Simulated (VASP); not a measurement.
# GaAs (F-43m) in VASP: vibrations by perturbation theory with LDA

Aim: the vibrations by perturbation theory of GaAs with LDA.

Program: VASP 6.6.1. These are calculated values, not measurements. Logs are shortened: lines on timing, memory, paths and dates and some standing lists are left out, and cuts for length are marked.

## (1) The cell of the first run

It takes space group F-43m (No. 216, cubic). Conventional cell: a = 5.603 Å, b = 5.603 Å, c = 5.603 Å, α = 90.00°, β = 90.00°, γ = 90.00°. Ga (site symmetry -43m) has 4 As at 2.43 Å within 3.2 Å. As (site symmetry -43m) has 4 Ga at 2.43 Å within 3.2 Å.

## (2) Vibrations by perturbation theory, LDA

The input, INCAR:

```
PREC = Accurate ; ENCUT = 520
EDIFF = 1E-8 ; ISMEAR = 0
SIGMA = 0.01 ; LREAL = F
LASPH = T ; NELM = 80
ALGO = Normal ; ISIF = 2
LWAVE = F ; LCHARG = F
GGA = CA ; NBANDS = 16
IBRION = 8 ; NSW = 1
LEPSILON = T
```

The input, KPOINTS:

```
Automatic mesh
0
Gamma
  8 8 8
```

The input, POSCAR:

```
GaAs
1.0
    0.0000000000      2.8016907859      2.8016907859
    2.8016907859      0.0000000000      2.8016907859
    2.8016907859      2.8016907859      0.0000000000
Ga As
1 1
Direct
    0.0000000000      0.0000000000      0.0000000000
    0.7500000000      0.7500000000      0.7500000000
```

Potentials or basis: VASP PAW LDA potentials, release 64 (Ga_d, As).

Run with:

```
> cat potpaw_LDA.64/Ga_d/POTCAR potpaw_LDA.64/As/POTCAR > POTCAR
> mpirun -np 1 vasp_std > vasp.out
```

OUTCAR:

```text
PREC = Accurate
   ENCUT = 520
   EDIFF = 1E-8
   ISMEAR = 0
   LREAL = F
   LASPH = T
   NELM = 80
   ISIF = 2
   GGA = CA
   IBRION = 8
   NSW = 1
   LEPSILON = T

 ion  position               nearest neighbor table
   1  0.000  0.000  0.000-   2 2.43   2 2.43   2 2.43   2 2.43
   2  0.750  0.750  0.750-   1 2.43   1 2.43   1 2.43   1 2.43

  LATTYP: Found a face centered cubic cell.
 ALAT       =     5.6033815718

  Lattice vectors:

 A1 = (   0.0000000000,   2.8016907859,   2.8016907859)
 A2 = (   2.8016907859,   0.0000000000,   2.8016907859)
 A3 = (   2.8016907859,   2.8016907859,   0.0000000000)

Analysis of symmetry for initial positions (statically):
=====================================================================
 Subroutine PRICEL returns:
 Original cell was already a primitive cell.

 Routine SETGRP: Setting up the symmetry group for a
 face centered cubic supercell.

 Subroutine GETGRP returns: Found 24 space group operations
 (whereof 24 operations were pure point group operations)
 out of a pool of 48 trial point group operations.

The static configuration has the point symmetry T_d .

Analysis of symmetry for dynamics (positions and initial velocities):
=====================================================================
 Subroutine PRICEL returns:
 Original cell was already a primitive cell.

 Routine SETGRP: Setting up the symmetry group for a
 face centered cubic supercell.

 Subroutine GETGRP returns: Found 24 space group operations
 (whereof 24 operations were pure point group operations)
 out of a pool of 48 trial point group operations.

The dynamic configuration has the point symmetry T_d .

 Subroutine INISYM returns: Found 24 space group operations
 (whereof 24 operations are pure point group operations),
 and found     1 'primitive' translations

----------------------------------------------------------------------------------------

                                     Primitive cell

  volume of cell :      43.9836

  direct lattice vectors                    reciprocal lattice vectors
     0.000000000  2.801690786  2.801690786    -0.178463663  0.178463663  0.178463663
     2.801690786  0.000000000  2.801690786     0.178463663 -0.178463663  0.178463663
     2.801690786  2.801690786  0.000000000     0.178463663  0.178463663 -0.178463663

  length of vectors
     3.962189107  3.962189107  3.962189107     0.309108131  0.309108131  0.309108131

  position of ions in fractional coordinates (direct lattice)
     0.000000000  0.000000000  0.000000000
     0.750000000  0.750000000  0.750000000

  ion indices of the primitive-cell ions
   primitive index   ion index
                 1           1
                 2           2

----------------------------------------------------------------------------------------

 KPOINTS: Automatic mesh

Automatic generation of k-mesh.
 Grid dimensions read from file:
 generate k-points for:    8    8    8

 Generating k-lattice:

  Cartesian coordinates                     Fractional coordinates (reciprocal lattice)
    -0.022307958  0.022307958  0.022307958     0.125000000  0.000000000  0.000000000
[... 606 lines left out ...]
  ---------------------------------------------------
  free energy    TOTEN  =        -3.48231482 eV

  energy without entropy =       -3.48231482

------------------------ aborting loop because EDIFF is reached ----------------------------------------

--------------------------------------- Ionic step        2  -------------------------------------------

------------------------ aborting loop because EDIFF is reached ----------------------------------------

--------------------------------------- Ionic step        3  -------------------------------------------

------------------------ aborting loop because EDIFF is reached ----------------------------------------

 PIEZOELECTRIC TENSOR FIELD DIRECTION 3  (e Angst)
 -----------------------------------------------------------------------------
    -0.00049  2.67228  0.00000           (  0.00000  0.01729  0.00000)
     2.67228 -0.00049  0.00000           (  0.01729  0.00000  0.00000)
     0.00000  0.00000 -0.00101           (  0.00000  0.00000 -0.00000)

 PIEZOELECTRIC TENSOR FIELD DIRECTION 3  (C/m^2)
 -----------------------------------------------------------------------------
    -0.00018  0.97343  0.00000
     0.97343 -0.00018  0.00000
     0.00000  0.00000 -0.00037

--------------------------------------- Ionic step        4  -------------------------------------------

------------------------ aborting loop because EDIFF is reached ----------------------------------------

[... ionic steps 5 to 6 ...]

--------------------------------------- Ionic step        7  -------------------------------------------

 Free energy of the ion-electron system (eV)
  ---------------------------------------------------
  ---------------------------------------------------
  free energy    TOTEN  =        -0.04455070 eV

  energy without entropy =       -0.04455070

------------------------ aborting loop because EDIFF is reached ----------------------------------------

 INTERNAL STRAIN TENSOR  FOR ION    2  DIRECTION 1   (eV/Angst):
 -----------------------------------------------------------------------------
    -0.01141  0.00000  0.00000
     0.00000  0.00772  7.40377
     0.00000  7.40377  0.00772

 MACROSCOPIC STATIC DIELECTRIC TENSOR (including local field effects in DFT)
 ------------------------------------------------------
          28.697572    -0.000000     0.000000
          -0.000000    28.697572     0.000000
           0.000000     0.000000    28.697572
 ------------------------------------------------------

 PIEZOELECTRIC TENSOR (including local field effects)  for field in x, y, z        (e  Angst)
          XX          YY          ZZ          XY          YZ          ZX
  --------------------------------------------------------------------------------
  x    -0.00000     0.00000     0.00000    -0.00000     2.68208    -0.00000
  y    -0.00000     0.00000     0.00000     0.00000    -0.00000     2.68208
  z    -0.00000    -0.00000    -0.00000     2.68208     0.00000    -0.00000

 PIEZOELECTRIC TENSOR (including local field effects)  for field in x, y, z        (C/m^2)
          XX          YY          ZZ          XY          YZ          ZX
  --------------------------------------------------------------------------------
  x    -0.00000     0.00000     0.00000    -0.00000     0.97699    -0.00000
  y    -0.00000     0.00000     0.00000     0.00000    -0.00000     0.97699
  z    -0.00000    -0.00000    -0.00000     0.97699     0.00000    -0.00000

 BORN EFFECTIVE CHARGES (including local field effects) (in |e|, cummulative output)
 ---------------------------------------------------------------------------------
 ion    1
    1     2.22003     0.00000    -0.00000
    2    -0.00000     2.22003     0.00000
    3    -0.00000    -0.00000     2.22003
 ion    2
    1    -2.22003    -0.00000     0.00000
    2     0.00000    -2.22003     0.00000
    3     0.00000     0.00000    -2.22003

 INTERNAL STRAIN TENSOR FOR ION    2 for displacements in x,y,z  (eV/Angst):
          X           Y           Z          XY          YZ          ZX
  --------------------------------------------------------------------------------
  x     0.00000     0.00000     0.00000     0.00000     7.40377     0.00000
  y     0.00000     0.00000     0.00000     0.00000     0.00000     7.40377
  z     0.00000     0.00000     0.00000     7.40377     0.00000     0.00000

 SECOND DERIVATIVES (NOT SYMMETRIZED)
 ------------------------------------
               1X          1Y          1Z          2X          2Y          2Z
  1X    -9.787953    0.000000    0.000000    9.787953    0.000000    0.000000
  1Y     0.000000   -9.787953    0.000000    0.000000    9.787953    0.000000
  1Z     0.000000    0.000000   -9.787953    0.000000    0.000000    9.787953
  2X     9.731412    0.000000    0.000000   -9.731412    0.000000    0.000000
  2Y     0.000000    9.731412    0.000000    0.000000   -9.731412    0.000000
  2Z     0.000000    0.000000    9.731412    0.000000    0.000000   -9.731412

 Eigenvectors and eigenvalues of the dynamical matrix
 ----------------------------------------------------

   1 f  =    8.127381 THz    51.065842 2PiTHz  271.100255 cm-1    33.612133 meV
             X         Y         Z           dx          dy          dz
      0.000000  0.000000  0.000000     0.000000    0.720706    0.000000
      4.202536  4.202536  4.202536     0.000000   -0.693240    0.000000
[... 21 lines left out ...]
   6 f/i=    0.011762 THz     0.073904 2PiTHz    0.392344 cm-1     0.048644 meV
             X         Y         Z           dx          dy          dz
      0.000000  0.000000  0.000000     0.000000    0.000000   -0.693240
      4.202536  4.202536  4.202536     0.000000    0.000000   -0.720706

--------------------------------------------------------------------------------------------------------

 MACROSCOPIC STATIC DIELECTRIC TENSOR IONIC CONTRIBUTION
 ------------------------------------------------------
           2.077568    -0.000000     0.000000
          -0.000000     2.077568     0.000000
           0.000000     0.000000     2.077568
 ------------------------------------------------------

 ELASTIC MODULI CONTR FROM IONIC RELAXATION (kBar)
 Direction    XX          YY          ZZ          XY          YZ          ZX
 --------------------------------------------------------------------------------
 XX          -0.0000     -0.0000      0.0000     -0.0000      0.0000     -0.0000
 YY          -0.0000     -0.0000     -0.0000     -0.0000     -0.0000     -0.0000
 ZZ           0.0000     -0.0000     -0.0000      0.0000     -0.0000     -0.0000
 XY          -0.0000     -0.0000      0.0000   -202.7479     -0.0000     -0.0000
 YZ           0.0000     -0.0000     -0.0000     -0.0000   -202.7479      0.0000
 ZX          -0.0000     -0.0000     -0.0000     -0.0000      0.0000   -202.7479
 --------------------------------------------------------------------------------

 PIEZOELECTRIC TENSOR IONIC CONTR  for field in x, y, z        (C/m^2)
          XX          YY          ZZ          XY          YZ          ZX
  --------------------------------------------------------------------------------
  x     0.00000    -0.00000    -0.00000    -0.00000    -0.61070     0.00000
  y    -0.00000    -0.00000    -0.00000    -0.00000     0.00000    -0.61070
  z    -0.00000    -0.00000     0.00000    -0.61070    -0.00000    -0.00000
```

It took 8.9 min on 1 thread of Intel Xeon Platinum 8259CL at 2.50GHz (Skylake/Cascade Lake), shared host; peak memory 0.3 GiB.

What came out:

* Electronic dielectric tensor (diagonal): 28.70
* Born charges (mean of the diagonal): Ga +2.22; As -2.22 e
* Highest phonon frequency at Γ, LO-TO splitting left out: 271 cm⁻¹

Phonon frequencies in cm⁻¹ (negative: imaginary):
```tsv
q point	frequencies
(0.000, 0.000, 0.000)	0 0 0 271 271 271
```

Electronic dielectric tensor:
```
28.70  0.00  0.00
 0.00 28.70  0.00
 0.00  0.00 28.70
```

Born effective charge tensors (e):
atom 1, Ga
```
2.22 0.00 0.00
0.00 2.22 0.00
0.00 0.00 2.22
```
atom 2, As
```
-2.22  0.00  0.00
 0.00 -2.22  0.00
 0.00  0.00 -2.22
```
